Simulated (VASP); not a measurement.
**Re: single point with PBEsol**

Re:

```
CELL_PARAMETERS angstrom
0.00000 1.87625 1.92562
1.87625 0.00000 1.92562
1.87625 1.87625 0.00000
ATOMIC_POSITIONS crystal
Re 0.00000 0.00000 0.00000
```

This cell differs from its parent crystal: strain -0.050 along x and y, -0.025 along z.

* Program: VASP 6.6.1
* Task: single point
* Functional: PBEsol
* Potentials or basis: VASP PAW PBE potentials, release 64 (Re)
* Cutoff: 520 eV
* k mesh: 20 × 20 × 20
* Occupations: gaussian, width 0.15 eV
* Spin: no spin polarisation
* Dipole correction: no
* Further INCAR settings: ALGO = Normal; EDIFF = 1e-06; NBANDS = 10

```
Pressure               : 35.0 GPa
Band gap on the k mesh : zero (an odd number of electrons rules out a gap without spin polarisation)
```

Stress tensor (GPa, compression positive):
```
38.33  0.00  0.00
 0.00 38.33  0.00
 0.00  0.00 28.38
```

Levels at points of the mesh, in eV from the Fermi level:
| k point | band 1 | band 2 | band 3 | band 4 | band 5 | band 6 | band 7 | band 8 |
| --- | --- | --- | --- | --- | --- | --- | --- | --- |
| (0.00, 0.00, 0.00) | -10.77 | -2.46 | -2.04 | -2.04 | 1.11 | 1.72 | 14.00 | 19.44 |
| (0.50, 0.00, 0.00) | -7.56 | -2.66 | -2.22 | 0.37 | 4.20 | 4.46 | 11.23 | 13.48 |
| (0.50, 0.50, 0.00) | -7.66 | -6.67 | 2.82 | 4.32 | 5.18 | 5.18 | 13.27 | 13.27 |
| (0.50, 0.00, 0.50) | -7.65 | -6.72 | 3.40 | 4.25 | 4.96 | 5.44 | 12.58 | 13.07 |

Wall time 29 s on 1 thread of Intel(R) Xeon(R) 6975P-C (Granite Rapids), with other jobs on the host, peak memory 0.2 GiB.

Caveat: the cell differs from its parent crystal (strain -0.050 along x and y, -0.025 along z); the cell stands under pressure; the PAW data sets were made with another functional, which shifts forces and pressure a little; spin-orbit coupling is left out, which moves the levels of the heavy elements.
